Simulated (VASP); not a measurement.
A run of VASP 6.6.1 is set up as follows.

Contents of INCAR:

```
PREC = Accurate
ENCUT = 520
EDIFF = 1E-6
ISMEAR = -1
SIGMA = 0.05
LREAL = False
LASPH = True
NELM = 80
ALGO = Normal
ISIF = 2
LWAVE = False
LCHARG = False
GGA = PE
NBANDS = 75
KPAR = 4
```

The input KPOINTS:

```
Automatic mesh
0
Gamma
  11 11 2
```

POSCAR

```
BiTe
1.0
    4.4801889817      0.0000000000      0.0000000000
   -2.2400944908      3.8799574719      0.0000000000
    0.0000000000      0.0000000000     24.3664836619
Bi Te
6 6
Direct
    0.0000000000      0.0000000000      0.1260146614
    0.0000000000      0.0000000000      0.8739853386
    0.3333333333      0.6666666667      0.2908160504
    0.6666666667      0.3333333333      0.7091839496
    0.6666666667      0.3333333333      0.4657197729
    0.3333333333      0.6666666667      0.5342802271
    0.3333333333      0.6666666667      0.0564469242
    0.6666666667      0.3333333333      0.9435530758
    0.6666666667      0.3333333333      0.2089870100
    0.3333333333      0.6666666667      0.7910129900
    0.0000000000      0.0000000000      0.3611987758
    0.0000000000      0.0000000000      0.6388012242
```

Potentials or basis: VASP PAW PBE potentials, release 64 (Bi_d, Te).

Run with:

```sh
$ cat potpaw_PBE.64/Bi_d/POTCAR potpaw_PBE.64/Te/POTCAR > POTCAR
$ mpirun -np 4 vasp_std > vasp.out
```

Q: Predict the largest force.

A: 0.023 eV/Å.

Q: Predict the pressure.

A: 0.6 GPa.

Forces in eV/Å, atoms in the order of the input:
```
Bi   0.000  0.000 -0.010
Bi   0.000  0.000  0.010
Bi   0.000  0.000  0.003
Bi   0.000  0.000 -0.003
Bi   0.000  0.000  0.005
Bi   0.000  0.000 -0.005
Te   0.000  0.000  0.000
Te   0.000  0.000  0.000
Te   0.000  0.000 -0.002
Te   0.000  0.000  0.002
Te   0.000  0.000  0.023
Te   0.000  0.000 -0.023
```
